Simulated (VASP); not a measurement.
# C (P6_3/mmc) in VASP: further runs

C is run at these levels: PBE+D3(BJ); tasks: relaxation of shape and atoms at fixed volume.

Everything below comes from runs of VASP 6.6.1. Logs are shortened: lines on timing, memory, paths and dates and some standing lists are left out, and cuts for length are marked.

## Step 1: The cell of the first run

It takes space group P6_3/mmc (No. 194, hexagonal). Conventional cell: a = 2.429 Å, b = 2.429 Å, c = 18.680 Å, α = 90.00°, β = 90.00°, γ = 120.00°. C (site symmetry 3m) has 3 C at 1.40 Å within 1.9 Å. C (site symmetry 3m) has 3 C at 1.40 Å within 1.9 Å. Within 1.9 Å of C (site symmetry -6m2) lie 3 C at 1.40 Å. Within 1.9 Å of C (site symmetry -6m2) lie 3 C at 1.40 Å.

## Step 2: Relaxation of shape and atoms at fixed volume, PBE+D3(BJ) (7.95 Å³/atom)

Input file INCAR:

```
PREC = Accurate ; ENCUT = 600
EDIFF = 1E-6 ; ISMEAR = 0
SIGMA = 0.1 ; LREAL = False
LASPH = True ; NELM = 80
ALGO = Normal ; ISIF = 4
LWAVE = False ; LCHARG = False
GGA = PE ; IVDW = 12
IBRION = 2 ; NSW = 50
EDIFFG = -0.01
```

Input file KPOINTS:

```
Automatic mesh
0
Gamma
  18 18 2
```

Input file POSCAR:

```
C
1.0
    2.4285562170      0.0000000000      0.0000000000
   -1.2142781085      2.1031913784      0.0000000000
    0.0000000000      0.0000000000     18.6799200913
C
12
Direct
    0.6666666667      0.3333333333      0.9519926274
    0.6666666667      0.3333333333      0.4520452513
    0.6666666667      0.3333333333      0.7792880787
    0.6666666667      0.3333333333      0.2793407026
    0.0000000000      0.0000000000      0.6156666650
    0.3333333333      0.6666666667      0.2792880787
    0.0000000000      0.0000000000      0.1156666650
    0.6666666667      0.3333333333      0.6156666650
    0.3333333333      0.6666666667      0.7793407026
    0.3333333333      0.6666666667      0.1156666650
    0.3333333333      0.6666666667      0.4519926274
    0.3333333333      0.6666666667      0.9520452513
```

Potentials or basis: VASP PAW PBE potentials, release 64 (C).

The run is started by

```console
cat potpaw_PBE.64/C/POTCAR > POTCAR
mpirun -np 1 vasp_std > vasp.out
```

OUTCAR:

```text
PREC = Accurate
   ENCUT = 600
   EDIFF = 1E-6
   ISMEAR = 0
   LREAL = False
   LASPH = True
   NELM = 80
   ISIF = 4
   GGA = PE
   IVDW = 12
   IBRION = 2
   NSW = 50
   EDIFFG = -0.01
 IVDW          = 12

 ion  position               nearest neighbor table
   1  0.667  0.333  0.952-  12 1.40  12 1.40  12 1.40
   2  0.667  0.333  0.452-  11 1.40  11 1.40  11 1.40
   3  0.667  0.333  0.779-   9 1.40   9 1.40   9 1.40
   4  0.667  0.333  0.279-   6 1.40   6 1.40   6 1.40
   5  0.000  0.000  0.616-   8 1.40   8 1.40   8 1.40
   6  0.333  0.667  0.279-   4 1.40   4 1.40   4 1.40
   7  0.000  0.000  0.116-  10 1.40  10 1.40  10 1.40
   8  0.667  0.333  0.616-   5 1.40   5 1.40   5 1.40
   9  0.333  0.667  0.779-   3 1.40   3 1.40   3 1.40
  10  0.333  0.667  0.116-   7 1.40   7 1.40   7 1.40
  11  0.333  0.667  0.452-   2 1.40   2 1.40   2 1.40
  12  0.333  0.667  0.952-   1 1.40   1 1.40   1 1.40

  LATTYP: Found a hexagonal cell.
 ALAT       =     2.4285562170
 C/A-ratio  =     7.6917799804

  Lattice vectors:

 A1 = (   2.4285562170,   0.0000000000,   0.0000000000)
 A2 = (  -1.2142781085,   2.1031913784,   0.0000000000)
 A3 = (   0.0000000000,   0.0000000000,  18.6799200913)

Analysis of symmetry for initial positions (statically):
=====================================================================
 Subroutine PRICEL returns:
 Original cell was already a primitive cell.

 Routine SETGRP: Setting up the symmetry group for a
 hexagonal supercell.

 Subroutine GETGRP returns: Found 24 space group operations
 (whereof  6 operations were pure point group operations)
 out of a pool of 24 trial point group operations.

The static configuration has the point symmetry C_3v.
 The point group associated with its full space group is D_6h.

Analysis of symmetry for dynamics (positions and initial velocities):
=====================================================================
 Subroutine PRICEL returns:
 Original cell was already a primitive cell.

 Routine SETGRP: Setting up the symmetry group for a
 hexagonal supercell.

 Subroutine GETGRP returns: Found 24 space group operations
 (whereof  6 operations were pure point group operations)
 out of a pool of 24 trial point group operations.

The dynamic configuration has the point symmetry C_3v.
 The point group associated with its full space group is D_6h.

 Subroutine INISYM returns: Found 24 space group operations
 (whereof  6 operations are pure point group operations),
 and found     1 'primitive' translations

----------------------------------------------------------------------------------------

                                     Primitive cell

  volume of cell :      95.4118

  direct lattice vectors                    reciprocal lattice vectors
     2.428556217  0.000000000  0.000000000     0.411767285  0.237733953  0.000000000
    -1.214278109  2.103191378  0.000000000     0.000000000  0.475467906  0.000000000
     0.000000000  0.000000000 18.679920091     0.000000000  0.000000000  0.053533420

  length of vectors
     2.428556217  2.428556217 18.679920091     0.475467906  0.475467906  0.053533420

  position of ions in fractional coordinates (direct lattice)
     0.666666667  0.333333333  0.951992627
     0.666666667  0.333333333  0.452045251
     0.666666667  0.333333333  0.779288079
     0.666666667  0.333333333  0.279340703
     0.000000000  0.000000000  0.615666665
     0.333333333  0.666666667  0.279288079
     0.000000000  0.000000000  0.115666665
     0.666666667  0.333333333  0.615666665
     0.333333333  0.666666667  0.779340703
     0.333333333  0.666666667  0.115666665
     0.333333333  0.666666667  0.451992627
     0.333333333  0.666666667  0.952045251

  ion indices of the primitive-cell ions
   primitive index   ion index
                 1           1
                 2           2
                 3           3
                 4           4
                 5           5
                 6           6
                 7           7
                 8           8
                 9           9
                10          10
                11          11
                12          12

----------------------------------------------------------------------------------------

 KPOINTS: Automatic mesh

Automatic generation of k-mesh.
 Grid dimensions read from file:
 generate k-points for:   18   18    2

 Generating k-lattice:

  Cartesian coordinates                     Fractional coordinates (reciprocal lattice)
     0.022875960  0.013207442  0.000000000     0.055555556  0.000000000  0.000000000
     0.000000000  0.026414884  0.000000000     0.000000000  0.055555556  0.000000000
     0.000000000  0.000000000  0.026766710     0.000000000  0.000000000  0.500000000

  Length of vectors
     0.026414884  0.026414884  0.026766710

  Shift w.r.t. Gamma in fractional coordinates (k-lattice)
     0.000000000  0.000000000  0.000000000

 Subroutine IBZKPT returns following result:
 ===========================================

 Found     74 irreducible k-points:

 Following reciprocal coordinates:
            Coordinates               Weight
  0.000000  0.000000  0.000000      1.000000
  0.055556  0.000000  0.000000      6.000000
  0.111111  0.000000  0.000000      6.000000
  0.166667  0.000000  0.000000      6.000000
  0.222222  0.000000  0.000000      6.000000
  0.277778  0.000000  0.000000      6.000000
[... 16 lines left out ...]
  0.333333  0.111111  0.000000     12.000000
  0.388889  0.111111  0.000000     12.000000
 [... further k-points ...]
   k-points           NKPTS =     74   k-points in BZ     NKDIM =     74   number of bands    NBANDS=     31
   number of dos      NEDOS =    301   number of ions     NIONS =     12
   total plane-waves  NPLWV =  60000
   dimension x,y,z NGX =    20 NGY =   20 NGZ =  150
   dimension x,y,z NGXF=    40 NGYF=   40 NGZF=  300
   ions per type =              12
   NGX,Y,Z   is equivalent  to a cutoff of  13.69, 13.69, 13.35 a.u.
   NGXF,Y,Z  is equivalent  to a cutoff of  27.38, 27.38, 26.70 a.u.
 SYSTEM =  unknown system
   PREC   = accura    normal or accurate (medium, high low for compatibility)
   ISTART =      0    job   : 0-new  1-cont  2-samecut
   ICHARG =      2    charge: 1-file 2-atom 10-const
   ISPIN  =      1    spin polarized calculation?
   LNONCOLLINEAR =      F non collinear calculations
   LSORBIT =      F    spin-orbit coupling
   LASPH  =      T    aspherical Exc in radial PAW
   ENCUT  =  600.0 eV  44.10 Ry    6.64 a.u.   4.85  4.85 37.31*2*pi/ulx,y,z
   NELM   =     80;   NELMIN=  2; NELMDL= -5     # of ELM steps
   EDIFF  = 0.1E-05   stopping-criterion for ELM
   LREAL  =      F    real-space projection
   EDIFFG = -.1E-01   stopping-criterion for IOM
   NSW    =     50    number of steps for IOM
   IBRION =      2    ionic relax: 0-MD 1-quasi-New 2-CG
   NFREE  =      1    steps in history (QN), initial steepest desc. (CG)
   ISIF   =      4    stress and relaxation
   ISYM   =      2    0-nonsym 1-usesym 2-fastsym
   POTIM  = 0.5000    time-step for ionic-motion
   TEBEG  =    0.0;   TEEND  =   0.0 temperature during run
   PSTRESS=    0.0 pullay stress
   NELECT =      48.0000    total number of electrons
   NUPDOWN=      -1.0000    fix difference up-down
   EMIN   =  10.00;   EMAX   =-10.00  energy-range for DOS
   EFERMI =   0.00;   METHOD = LEGACY
   ISMEAR =     0;   SIGMA  =   0.10  broadening in eV -4-tet -1-fermi 0-gaus
   EFERMI_NEDOS =   21; number of points for ismear=-14 and -15
   IALGO  =     38    algorithm
   IMIX   =      4    mixing-type and parameters
     AMIX     =   0.40;   BMIX     =  1.00
     AMIX_MAG =   1.60;   BMIX_MAG =  1.00
  volume/ion in A,a.u.               =       7.95        53.66
  Fermi-wavevector in a.u.,A,eV,Ry     =   1.302031  2.460481 23.065742  1.695284
  Thomas-Fermi vector in A             =   2.433126
   LORBIT       =      0    0 simple, 1 ext, 2 COOP (PROOUT), +10 PAW based schemes
   GGA     = PE    functional components
   LHFCALC =     F    Hartree Fock is set to
   AEXX    =    0.0000 exact exchange contribution
   IVDW    =    12    specifies the selected vdW correction
   LEPSILON=     F    determine dielectric tensor
   LRPA    =     F    only Hartree local field effects (RPA)
 conjugate gradient relaxation of ions
 non-spin polarized calculation
 Gauss-broadening in eV      SIGMA  =   0.10
  energy-cutoff  :      600.00
  volume of cell :       95.41
 maximum number of plane-waves:      3231
 NGX is ok and might be reduce to    20
   NGX =  9   NGY =  9   NGZ = 75

--------------------------------------- Ionic step        1  -------------------------------------------

 number of electron      47.9999998 magnetization

 Free energy of the ion-electron system (eV)
  ---------------------------------------------------
  ext. energy  EPLUGINS =         0.00000000
  ---------------------------------------------------
  free energy    TOTEN  =      -110.00773444 eV

  energy without entropy =     -110.00636081  energy(sigma->0) =     -110.00704763

------------------------ aborting loop because EDIFF is reached ----------------------------------------

 Edisp (eV)   -2.03884

 E8    (eV) :    -0.5832

  FORCE on cell =-STRESS in cart. coord.  units (eV):
  Direction    XX          YY          ZZ          XY          YZ          ZX
  --------------------------------------------------------------------------------------
  -------------------------------------------------------------------------------------
  Total      13.40098    13.40098     3.30104    -0.00000     0.00000     0.00000
  in kB     225.03247   225.03247    55.43191    -0.00000     0.00000     0.00000
  external pressure =      168.50 kB  Pullay stress =        0.00 kB
[... 81 lines left out ...]
  energy  without entropy=     -112.1243122664  energy(sigma->0) =     -112.12504699

--------------------------------------- Ionic step        3  -------------------------------------------

 number of electron      47.9999997 magnetization

 Free energy of the ion-electron system (eV)
  ---------------------------------------------------
  ext. energy  EPLUGINS =         0.00000000
  ---------------------------------------------------
  free energy    TOTEN  =      -110.05239898 eV

  energy without entropy =     -110.05099140  energy(sigma->0) =     -110.05169519

 E-fermi :   5.6232     XC(G=0): -10.9951

 val. band max:        5.6215664747   @ k =   0.3333   0.3333   0.0000
 cond. band min:       5.6469023976   @ k =   0.3333   0.3333   0.5000
 fundamental gap:      0.0253359229
 Fermi energy:         5.6231786086

 k-point     1 :       0.0000    0.0000    0.0000
  band No.  band energies     occupation
      1     -14.2701      2.00000
      2     -14.1636      2.00000
      3     -14.1005      2.00000
      4     -13.8692      2.00000
      5     -13.7915      2.00000
      6     -13.6640      2.00000
[... 805 lines left out ...]
     30       8.7441      0.00000
     31      14.1060      0.00000

 [... further k-points ...]

------------------------ aborting loop because EDIFF is reached ----------------------------------------

 Edisp (eV)   -2.09049

 E8    (eV) :    -0.5992

  FORCE on cell =-STRESS in cart. coord.  units (eV):
  Direction    XX          YY          ZZ          XY          YZ          ZX
  --------------------------------------------------------------------------------------
  -------------------------------------------------------------------------------------
  Total       4.46507     4.46507     4.47462     0.00000     0.00000     0.00000
  in kB      74.97851    74.97851    75.13887     0.00000     0.00000     0.00000
  external pressure =       75.03 kB  Pullay stress =        0.00 kB
[... 27 lines left out ...]
  FREE ENERGIE OF THE ION-ELECTRON SYSTEM (eV)
  ---------------------------------------------------
  free  energy   TOTEN  =      -112.1428936242 eV

  energy  without entropy=     -112.1414860497  energy(sigma->0) =     -112.14218984

 reached required accuracy - stopping structural energy minimisation
```

Wall time 5.7 min (1 thread of Intel Xeon 6975P-C (Granite Rapids), shared host); peak memory 0.34 GiB.

Results:

| Property | Result |
| --- | --- |
| Free energy | -112.1429 eV |
| Energy gained by relaxing | 8.0 meV/atom |
| Ionic steps | 3 |
| Pressure after relaxing | 7.5 GPa |
| Largest force after relaxing | 0.008 eV/Å |
| Band gap on the k mesh | zero (filled and empty bands touch) |
| Dispersion energy per atom | -0.174 eV |

Forces in eV/Å, atoms in the order of the input:
```
C    0.000  0.000 -0.003
C    0.000  0.000  0.008
C    0.000  0.000 -0.008
C    0.000  0.000  0.003
C    0.000  0.000  0.000
C    0.000  0.000 -0.008
C    0.000  0.000  0.000
C    0.000  0.000  0.000
C    0.000  0.000  0.003
C    0.000  0.000  0.000
C    0.000  0.000 -0.003
C    0.000  0.000  0.008
```

Step by step:
```
step  energy change (eV)  largest force (eV/Å)  pressure (GPa)  volume (Å³)
   1              0.0000                0.0032           16.85        95.41
   2             -0.0792                0.0127            3.73        95.41
   3             -0.0963                0.0081            7.50        95.41
```

Final structure:
```
C
1.0
     2.45193    0.00000    0.00000
    -1.22596    2.12343    0.00000
     0.00000    0.00000   18.32552
C
12
Direct
  0.66667 0.33333 0.95199
  0.66667 0.33333 0.45204
  0.66667 0.33333 0.77929
  0.66667 0.33333 0.27935
  0.00000 0.00000 0.61567
  0.33333 0.66667 0.27929
  0.00000 0.00000 0.11567
  0.66667 0.33333 0.61567
  0.33333 0.66667 0.77935
  0.33333 0.66667 0.11567
  0.33333 0.66667 0.45199
  0.33333 0.66667 0.95204
```

## Step 3: Relaxation of shape and atoms at fixed volume, PBE+D3(BJ) (8.22 Å³/atom)

This run uses another cell than the first one, of 8.22 Å³/atom.

Input file INCAR:

```
PREC = Accurate
ENCUT = 600
EDIFF = 1E-6
ISMEAR = 0
SIGMA = 0.1
LREAL = F
LASPH = T
NELM = 80
ALGO = Normal
ISIF = 4
LWAVE = F
LCHARG = F
GGA = PE
IVDW = 12
IBRION = 2
NSW = 50
EDIFFG = -0.01
```

KPOINTS is that of step 2.

Input file POSCAR:

```
C
1.0
    2.4330061668      0.0000000000      0.0000000000
   -1.2165030834      2.1070451480      0.0000000000
    0.0000000000      0.0000000000     19.2461398427
C
12
Direct
    0.6666666667      0.3333333333      0.9518999493
    0.6666666667      0.3333333333      0.4519341671
    0.6666666667      0.3333333333      0.7793991629
    0.6666666667      0.3333333333      0.2794333807
    0.0000000000      0.0000000000      0.6156666650
    0.3333333333      0.6666666667      0.2793991629
    0.0000000000      0.0000000000      0.1156666650
    0.6666666667      0.3333333333      0.6156666650
    0.3333333333      0.6666666667      0.7794333807
    0.3333333333      0.6666666667      0.1156666650
    0.3333333333      0.6666666667      0.4518999493
    0.3333333333      0.6666666667      0.9519341671
```

Potentials or basis: VASP PAW PBE potentials, release 64 (C).

The run is started by

```console
cat potpaw_PBE.64/C/POTCAR > POTCAR
mpirun -np 1 vasp_std > vasp.out
```

Run time: 5.3 min. Hardware: 1 thread of Intel Xeon 6975P-C (Granite Rapids), shared host; peak memory 0.36 GiB.

Results (log left out):

```yaml
Free_energy: -112.2725 eV
Energy_gained_by_relaxing: 7.9 meV/atom
Ionic_steps: 3
Pressure_after_relaxing: 4.6 GPa
Largest_force_after_relaxing: 0.007 eV/Å
Band_gap_on_the_k_mesh: zero (filled and empty bands touch)
Dispersion_energy_per_atom: -0.169 eV
```

Forces in eV/Å, atoms in the order of the input:
```
C    0.000  0.000 -0.001
C    0.000  0.000  0.007
C    0.000  0.000 -0.007
C    0.000  0.000  0.001
C    0.000  0.000  0.000
C    0.000  0.000 -0.007
C    0.000  0.000  0.000
C    0.000  0.000  0.000
C    0.000  0.000  0.001
C    0.000  0.000  0.000
C    0.000  0.000 -0.001
C    0.000  0.000  0.007
```

Step by step:
| step | energy change (eV) | largest force (eV/Å) | pressure (GPa) | volume (Å³) |
| --- | --- | --- | --- | --- |
| 1 | 0.0000 | 0.0026 | 13.73 | 98.66 |
| 2 | -0.0819 | 0.0093 | 1.29 | 98.66 |
| 3 | -0.0952 | 0.0067 | 4.58 | 98.66 |

Final structure:
```
CELL_PARAMETERS angstrom
2.45669 0.00000 0.00000
-1.22835 2.12756 0.00000
0.00000 0.00000 18.87677
ATOMIC_POSITIONS crystal
C 0.66667 0.33333 0.95190
C 0.66667 0.33333 0.45194
C 0.66667 0.33333 0.77940
C 0.66667 0.33333 0.27944
C 0.00000 0.00000 0.61567
C 0.33333 0.66667 0.27940
C 0.00000 0.00000 0.11567
C 0.66667 0.33333 0.61567
C 0.33333 0.66667 0.77944
C 0.33333 0.66667 0.11567
C 0.33333 0.66667 0.45190
C 0.33333 0.66667 0.95194
```

Levels at points of the mesh, in eV from the Fermi level:
```
           k point  band 20  band 21  band 22  band 23  band 24  band 25  band 26  band 27  band 28  band 29
(0.00, 0.00, 0.00)    -2.96    -2.95    -2.95    -2.95    -2.95     4.88     6.25     6.67     8.39     8.40
(0.50, 0.00, 0.00)    -2.77    -2.67    -2.21    -1.93    -1.80     1.19     1.24     1.67     2.03     2.20
(0.00, 0.00, 0.50)    -2.97    -2.95    -2.95    -2.95    -2.95     5.30     5.30     8.09     8.09     8.40
(0.50, 0.00, 0.50)    -2.97    -2.41    -2.41    -1.84    -1.84     1.21     1.21     1.80     1.80     2.44
```

The gap in the log of VASP goes by the Fermi energy; the results here count the filled bands.